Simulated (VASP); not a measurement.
Wanted: the native input for a VASP 6.6.1 run.

```
Task                               : single point
Functional                         : HSE06
Potentials or basis                : VASP PAW PBE potentials, release 64 (In_d, Sb)
Cutoff                             : 520 eV
k mesh                             : 4 × 4 × 4
Occupations                        : fermi-dirac, width 0.02 eV
Spin                               : no spin polarisation
Dipole correction                  : no
Grid for exact exchange (PRECFOCK) : Normal
Further INCAR settings             : ALGO = Normal; EDIFF = 1e-06; NBANDS = 16
Share of exact exchange            : 0.25
Screening parameter                : 0.2079 1/Å
```

Crystal: InSb.

```xyz
2
Lattice="0.0000 3.2795 3.2795 3.2795 0.0000 3.2795 3.2795 3.2795 0.0000" Properties=species:S:1:pos:R:3 pbc="T T T"
In    0.0000    0.0000    0.0000
Sb    1.6398    1.6398    1.6398
```

One way to write it, as run:

POSCAR

```
InSb
1.0
    0.0000000000      3.2795130081      3.2795130081
    3.2795130081      0.0000000000      3.2795130081
    3.2795130081      3.2795130081      0.0000000000
In Sb
1 1
Direct
    0.0000000000      0.0000000000      0.0000000000
    0.2500000000      0.2500000000      0.2500000000
```

INCAR.step1

```
ALGO = Normal
EDIFF = 1E-5
ENCUT = 520
GGA = PE
ISIF = 2
ISMEAR = -1
LASPH = True
LREAL = False
LWAVE = True
NBANDS = 16
NELM = 80
PREC = Accurate
SIGMA = 0.02
```

INCAR.step2

```
ALGO = Normal
EDIFF = 1E-6
ENCUT = 520
GGA = PE
HFSCREEN = 0.2079
ISIF = 2
ISMEAR = -1
ISTART = 1
LASPH = True
LCHARG = True
LELF = True
LHFCALC = True
LREAL = False
LVHAR = True
LWAVE = False
NBANDS = 16
NELM = 80
PREC = Accurate
PRECFOCK = Normal
SIGMA = 0.02
```

KPOINTS

```
k-points
0
Gamma
  4 4 4
```

Potentials or basis: VASP PAW PBE potentials, release 64 (In_d, Sb).

The run is started by

```sh
$ cat potpaw_PBE.64/In_d/POTCAR potpaw_PBE.64/Sb/POTCAR > POTCAR
$ cp INCAR.step1 INCAR
$ mpirun -np 1 vasp_std > vasp.out
$ cp INCAR.step2 INCAR
$ mpirun -np 1 vasp_std > vasp.out
```

It gave:

The pressure is -0.6 GPa and the band gap on the k mesh is 0.32 eV.

Caveat: the PAW data sets were made with another functional, which shifts forces and pressure a little; spin-orbit coupling is left out, which moves the levels of the heavy elements.

Wall time 12 min on 1 thread of AMD EPYC 7R43 64-Core Processor (Zen 3), on a shared host, peak memory 0.29 GiB.
